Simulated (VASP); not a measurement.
# CO2 (CO2-III) (Cmce) in VASP: a series of runs

Runs on CO2 (CO2-III). Level: PBE+D3(BJ). Tasks: single point, relaxation of cell and atoms.

Program: VASP 6.6.1. These are calculated values, not measurements. Logs are shortened: lines on timing, memory, paths and dates and some standing lists are left out, and cuts for length are marked.

## Step 1: The cell of the first run

Symmetry: Cmce, No. 64, orthorhombic system. The conventional cell has a = 4.736 Å, b = 4.333 Å, c = 6.039 Å, α = 90.00°, β = 90.00°, γ = 90.00°. C (site symmetry 2/m) has 2 O at 1.16 Å within 1.6 Å. O (site symmetry m) has 1 C at 1.16 Å within 1.6 Å.

## Step 2: Single point, PBE+D3(BJ)

INCAR reads:

```
SYSTEM = CO2
  PREC = Accurate
  ENCUT = 520
  EDIFF = 1E-7
  ISMEAR = 0
  SIGMA = 0.01
  LREAL = .False.
  LASPH = .True.
  NELM = 100
  ALGO = Normal
  ISIF = 2
  LWAVE = .False.
  LCHARG = .False.
  GGA = PE
  IVDW = 12
  NBANDS = 25
```

KPOINTS reads:

```
regular mesh
0
Gamma
  6 6 5
  0 0 0
```

POSCAR reads:

```
CO2
1.0
    2.3677832954     -2.1663658671      0.0000000000
    2.3677832954      2.1663658671      0.0000000000
    0.0000000000      0.0000000000      6.0393130803
C O
2 4
Direct
    0.0000000000      0.0000000000      0.0000000000
    0.5000000000      0.5000000000      0.5000000000
    0.7851926837      0.2148073163      0.1155430479
    0.2148073163      0.7851926837      0.8844569521
    0.7148073163      0.2851926837      0.6155430479
    0.2851926837      0.7148073163      0.3844569521
```

Potentials or basis: VASP PAW PBE potentials, release 64 (C, O).

Run with:

```console
$ cat potpaw_PBE.64/C/POTCAR potpaw_PBE.64/O/POTCAR > POTCAR
$ mpirun -np 1 vasp_std > vasp.out
```

OUTCAR:

```text
SYSTEM = CO2
   PREC = Accurate
   ENCUT = 520
   EDIFF = 1E-7
   ISMEAR = 0
   LREAL = .False.
   LASPH = .True.
   NELM = 100
   ISIF = 2
   GGA = PE
   IVDW = 12
 IVDW          = 12

 ion  position               nearest neighbor table
   1  0.000  0.000  0.000-   3 1.16   4 1.16
   2  0.500  0.500  0.500-   5 1.16   6 1.16
   3  0.785  0.215  0.116-   1 1.16
   4  0.215  0.785  0.884-   1 1.16
   5  0.715  0.285  0.616-   2 1.16
   6  0.285  0.715  0.384-   2 1.16

  LATTYP: Found a base centered orthorhombic cell.
 ALAT       =     4.3327317342
 B/A-ratio  =     1.0929747977
 C/A-ratio  =     1.3938811472

  Lattice vectors:

 A1 = (  -2.3677832954,  -2.1663658671,   0.0000000000)
 A2 = (   2.3677832954,  -2.1663658671,   0.0000000000)
 A3 = (   0.0000000000,   0.0000000000,   6.0393130803)

Analysis of symmetry for initial positions (statically):
=====================================================================
 Subroutine PRICEL returns:
 Original cell was already a primitive cell.

 Routine SETGRP: Setting up the symmetry group for a
 base centered orthorhombic supercell.

 Subroutine GETGRP returns: Found  8 space group operations
 (whereof  4 operations were pure point group operations)
 out of a pool of  8 trial point group operations.

The static configuration has the point symmetry C_2h.
 The point group associated with its full space group is D_2h.

Analysis of symmetry for dynamics (positions and initial velocities):
=====================================================================
 Subroutine PRICEL returns:
 Original cell was already a primitive cell.

 Routine SETGRP: Setting up the symmetry group for a
 base centered orthorhombic supercell.

 Subroutine GETGRP returns: Found  8 space group operations
 (whereof  4 operations were pure point group operations)
 out of a pool of  8 trial point group operations.

The dynamic configuration has the point symmetry C_2h.
 The point group associated with its full space group is D_2h.

 Subroutine INISYM returns: Found  8 space group operations
 (whereof  4 operations are pure point group operations),
 and found     1 'primitive' translations

----------------------------------------------------------------------------------------

                                     Primitive cell

  volume of cell :      61.9571

  direct lattice vectors                    reciprocal lattice vectors
     2.367783295 -2.166365867  0.000000000     0.211167973 -0.230801273  0.000000000
     2.367783295  2.166365867  0.000000000     0.211167973  0.230801273  0.000000000
     0.000000000  0.000000000  6.039313080     0.000000000  0.000000000  0.165581745

  length of vectors
     3.209289455  3.209289455  6.039313080     0.312827653  0.312827653  0.165581745

  position of ions in fractional coordinates (direct lattice)
     0.000000000  0.000000000  0.000000000
     0.500000000  0.500000000  0.500000000
     0.785192684  0.214807316  0.115543048
     0.214807316  0.785192684  0.884456952
     0.714807316  0.285192684  0.615543048
     0.285192684  0.714807316  0.384456952

  ion indices of the primitive-cell ions
   primitive index   ion index
                 1           1
                 2           2
                 3           3
                 4           4
                 5           5
                 6           6

----------------------------------------------------------------------------------------

 KPOINTS: regular mesh

Automatic generation of k-mesh.
 Grid dimensions read from file:
 generate k-points for:    6    6    5

 Generating k-lattice:

  Cartesian coordinates                     Fractional coordinates (reciprocal lattice)
     0.035194662 -0.038466879  0.000000000     0.166666667  0.000000000  0.000000000
     0.035194662  0.038466879  0.000000000     0.000000000  0.166666667  0.000000000
     0.000000000  0.000000000  0.033116349     0.000000000  0.000000000  0.200000000

  Length of vectors
     0.052137942  0.052137942  0.033116349

  Shift w.r.t. Gamma in fractional coordinates (k-lattice)
     0.000000000  0.000000000  0.000000000

 Subroutine IBZKPT returns following result:
 ===========================================

 Found     39 irreducible k-points:

 Following reciprocal coordinates:
            Coordinates               Weight
  0.000000  0.000000  0.000000      1.000000
  0.166667  0.000000  0.000000      4.000000
  0.333333  0.000000  0.000000      4.000000
  0.500000  0.000000  0.000000      2.000000
  0.166667  0.166667  0.000000      2.000000
  0.333333  0.166667  0.000000      4.000000
[... 16 lines left out ...]
  0.333333  0.333333  0.200000      4.000000
  0.500000  0.333333  0.200000      8.000000
 [... further k-points ...]
   k-points           NKPTS =     39   k-points in BZ     NKDIM =     39   number of bands    NBANDS=     25
   number of dos      NEDOS =    301   number of ions     NIONS =      6
   total plane-waves  NPLWV =  27648
   dimension x,y,z NGX =    24 NGY =   24 NGZ =   48
   dimension x,y,z NGXF=    48 NGYF=   48 NGZF=   96
   ions per type =               2   4
   NGX,Y,Z   is equivalent  to a cutoff of  12.43, 12.43, 13.21 a.u.
   NGXF,Y,Z  is equivalent  to a cutoff of  24.86, 24.86, 26.43 a.u.
 SYSTEM =  CO2
   PREC   = accura    normal or accurate (medium, high low for compatibility)
   ISTART =      0    job   : 0-new  1-cont  2-samecut
   ICHARG =      2    charge: 1-file 2-atom 10-const
   ISPIN  =      1    spin polarized calculation?
   LNONCOLLINEAR =      F non collinear calculations
   LSORBIT =      F    spin-orbit coupling
   LASPH  =      T    aspherical Exc in radial PAW
   ENCUT  =  520.0 eV  38.22 Ry    6.18 a.u.   5.97  5.97 11.23*2*pi/ulx,y,z
   NELM   =    100;   NELMIN=  2; NELMDL= -5     # of ELM steps
   EDIFF  = 0.1E-06   stopping-criterion for ELM
   LREAL  =      F    real-space projection
   EDIFFG = 0.1E-05   stopping-criterion for IOM
   NSW    =      0    number of steps for IOM
   IBRION =     -1    ionic relax: 0-MD 1-quasi-New 2-CG
   NFREE  =      0    steps in history (QN), initial steepest desc. (CG)
   ISIF   =      2    stress and relaxation
   ISYM   =      2    0-nonsym 1-usesym 2-fastsym
   POTIM  = 0.5000    time-step for ionic-motion
   TEBEG  =    0.0;   TEEND  =   0.0 temperature during run
   PSTRESS=    0.0 pullay stress
   NELECT =      32.0000    total number of electrons
   NUPDOWN=      -1.0000    fix difference up-down
   EMIN   =  10.00;   EMAX   =-10.00  energy-range for DOS
   EFERMI =   0.00;   METHOD = LEGACY
   ISMEAR =     0;   SIGMA  =   0.01  broadening in eV -4-tet -1-fermi 0-gaus
   EFERMI_NEDOS =   21; number of points for ismear=-14 and -15
   IALGO  =     38    algorithm
   IMIX   =      4    mixing-type and parameters
     AMIX     =   0.40;   BMIX     =  1.00
     AMIX_MAG =   1.60;   BMIX_MAG =  1.00
  volume/ion in A,a.u.               =      10.33        69.68
  Fermi-wavevector in a.u.,A,eV,Ry     =   1.313493  2.482142 23.473636  1.725264
  Thomas-Fermi vector in A             =   2.443812
   LORBIT       =      0    0 simple, 1 ext, 2 COOP (PROOUT), +10 PAW based schemes
   GGA     = PE    functional components
   LHFCALC =     F    Hartree Fock is set to
   AEXX    =    0.0000 exact exchange contribution
   IVDW    =    12    specifies the selected vdW correction
   LEPSILON=     F    determine dielectric tensor
   LRPA    =     F    only Hartree local field effects (RPA)
 non-spin polarized calculation
 Gauss-broadening in eV      SIGMA  =   0.01
  energy-cutoff  :      520.00
  volume of cell :       61.96
 maximum number of plane-waves:      1688
   NGX = 11   NGY = 11   NGZ = 23

 number of electron      32.0000013 magnetization

 Free energy of the ion-electron system (eV)
  ---------------------------------------------------
  ext. energy  EPLUGINS =         0.00000000
  ---------------------------------------------------
  free energy    TOTEN  =       -45.19849628 eV

  energy without entropy =      -45.19849628  energy(sigma->0) =      -45.19849628

 E-fermi :  -0.7368     XC(G=0):  -9.6925

 val. band max:       -0.7951850406   @ k =   0.5000   0.5000   0.0000
 cond. band min:       5.3393883692   @ k =   0.0000   0.0000   0.0000
 fundamental gap:      6.1345734098
 Fermi energy:        -0.7367928858

 k-point     1 :       0.0000    0.0000    0.0000
  band No.  band energies     occupation
      1     -22.4507      2.00000
      2     -22.0037      2.00000
      3     -20.9253      2.00000
      4     -20.6908      2.00000
      5      -7.0018      2.00000
      6      -6.4484      2.00000
[... 17 lines left out ...]
     24      16.2457      0.00000
     25      16.7934      0.00000

 k-point     2 :       0.1667    0.0000    0.0000
  band No.  band energies     occupation
      1     -22.3580      2.00000
      2     -21.9561      2.00000
      3     -20.9314      2.00000
      4     -20.7413      2.00000
      5      -7.1737      2.00000
      6      -6.4306      2.00000
[... 17 lines left out ...]
     24      15.5756      0.00000
     25      16.5034      0.00000

 k-point     3 :       0.3333    0.0000    0.0000
  band No.  band energies     occupation
      1     -22.1278      2.00000
      2     -21.8717      2.00000
      3     -20.9533      2.00000
      4     -20.8660      2.00000
      5      -7.3583      2.00000
      6      -6.7381      2.00000
[... 552 lines left out ...]
 k-point    23 :       0.3333    0.3333    0.2000
  band No.  band energies     occupation
      1     -21.9355      2.00000
      2     -21.7154      2.00000
      3     -20.9562      2.00000
      4     -20.9267      2.00000
      5      -7.2657      2.00000
      6      -7.0356      2.00000
[... 17 lines left out ...]
     24      15.1327      0.00000
     25      15.4645      0.00000

 k-point    24 :       0.5000    0.3333    0.2000
  band No.  band energies     occupation
      1     -21.8100      2.00000
      2     -21.6764      2.00000
      3     -20.9806      2.00000
      4     -20.9717      2.00000
      5      -7.3402      2.00000
      6      -7.0025      2.00000
[... 17 lines left out ...]
     24      14.4245      0.00000
     25      14.7890      0.00000

 [... further k-points ...]

------------------------ aborting loop because EDIFF is reached ----------------------------------------

 Edisp (eV)   -0.63163

 E8    (eV) :    -0.1658

  FORCE on cell =-STRESS in cart. coord.  units (eV):
  Direction    XX          YY          ZZ          XY          YZ          ZX
  --------------------------------------------------------------------------------------
  -------------------------------------------------------------------------------------
  Total       3.71868     5.69941     4.78797     0.00000    -0.00000     0.00000
  in kB      96.16293   147.38350   123.81436     0.00000    -0.00000     0.00000
  external pressure =      122.45 kB  Pullay stress =        0.00 kB

 VOLUME and BASIS-vectors are now :
 -----------------------------------------------------------------------------
  energy-cutoff  :      520.00
  volume of cell :       61.96
      direct lattice vectors                 reciprocal lattice vectors
     2.367783295 -2.166365867  0.000000000     0.211167973 -0.230801273  0.000000000
     2.367783295  2.166365867  0.000000000     0.211167973  0.230801273  0.000000000
     0.000000000  0.000000000  6.039313080     0.000000000  0.000000000  0.165581745

 POSITION                                       TOTAL-FORCE (eV/Angst)
 -----------------------------------------------------------------------------------
      0.00000      0.00000      0.00000         0.000000      0.000000      0.000000
      2.36778      0.00000      3.01966         0.000000      0.000000      0.000000
      2.36778     -1.23566      0.69780         0.000000      0.538277      0.401018
      2.36778      1.23566      5.34151         0.000000     -0.538277     -0.401018
      2.36778     -0.93070      3.71746         0.000000     -0.538277      0.401018
      2.36778      0.93070      2.32186         0.000000      0.538277     -0.401018
 -----------------------------------------------------------------------------------
    total drift:                                0.000000     -0.000000      0.000000

  FREE ENERGIE OF THE ION-ELECTRON SYSTEM (eV)
  ---------------------------------------------------
  free  energy   TOTEN  =       -45.8301277928 eV

  energy  without entropy=      -45.8301277928  energy(sigma->0) =      -45.83012779
```

Run time: 21 s. Hardware: 1 thread of AMD EPYC 9R45 (Zen 5), shared host; peak memory 0.17 GiB.

What came out:

```
Free energy                : -45.8301 eV
Pressure                   : 12.2 GPa
Largest force              : 0.671 eV/Å
Band gap on the k mesh     : 6.13 eV, indirect (least direct gap 7.12 eV)
Dispersion energy per atom : -0.105 eV
```

Forces on the atoms (eV/Å):
```
C    0.000  0.000  0.000
C    0.000  0.000  0.000
O    0.000  0.538  0.401
O    0.000 -0.538 -0.401
O    0.000 -0.538  0.401
O    0.000  0.538 -0.401
```

A k mesh can miss the band edges.

(Part 1 of 2 ends here.)
